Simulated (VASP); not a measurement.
Wanted: the native input for a VASP 6.6.1 run.

```yaml
Task: relaxation of cell and atoms
Functional: PBEsol
Potentials_or_basis: VASP PAW PBE potentials, release 64 (Co, O)
Cutoff: 600 eV
k_mesh: 10 × 10 × 10
Occupations: gaussian, width 0.1 eV
Spin: collinear spin, ferromagnetic start
Starting_moments: "[2.71, 0.36] μB"
Dipole_correction: no
Further_INCAR_settings: ALGO = Normal; EDIFF = 1e-07; IBRION = 2; EDIFFG = -0.05; NSW = 100; ISIF = 3
```

The structure of CoO lies in POSCAR:

```
CoO
1.0
   -1.5080001529      1.5080001529      2.1072499549
    1.5080001529     -1.5080001529      2.1072499549
    1.5080001529      1.5080001529     -2.1072499549
Co O
1 1
Direct
    0.0000000000      0.0000000000      0.0000000000
    0.5000000000      0.5000000000      0.0000000000
```

These files were run (other wordings do the same):

INCAR

```
PREC = Accurate
ENCUT = 600
EDIFF = 1E-7
ISMEAR = 0
SIGMA = 0.1
LREAL = False
LASPH = True
NELM = 150
ALGO = Normal
ISIF = 3
LWAVE = False
LCHARG = False
ISPIN = 2
MAGMOM = 2.71 0.36
LORBIT = 11
LMAXMIX = 4
GGA = PS
IBRION = 2
NSW = 100
EDIFFG = -0.05
```

KPOINTS

```
regular mesh
0
Gamma
  10 10 10
```

Potentials or basis: VASP PAW PBE potentials, release 64 (Co, O).

The run is started by

```console
$ cat potpaw_PBE.64/Co/POTCAR potpaw_PBE.64/O/POTCAR > POTCAR
$ mpirun -np 1 vasp_std > vasp.out
```

Results of the run:

| Property | Result |
| --- | --- |
| Relaxed volume | 9.01 Å³/atom |
| Relaxed cell | a = 2.938 Å, b = 2.938 Å, c = 2.938 Å, α = 119.63°, β = 119.63°, γ = 90.64° |
| Space group after relaxing (to 0.05 Å) | I4/mmm (No. 139) |
| Energy gained by relaxing | 17.7 meV/atom |
| Ionic steps | 3 |
| Pressure after relaxing | 0.3 GPa |
| Net moment | 2.75 μB per cell |
| Site moments | Co +2.43; O +0.28 μB |
| Valence electrons inside the program's atomic spheres | Co 7.94; O 4.98 |

Caveat: the PAW data sets were made with another functional, which shifts forces and pressure a little; a cell with one magnetic atom can't hold antiferromagnetic order, which such compounds often take.

Run time: 62 s on 1 thread of Intel(R) Xeon(R) 6975P-C (Granite Rapids), on a shared host, peak memory 0.19 GiB.
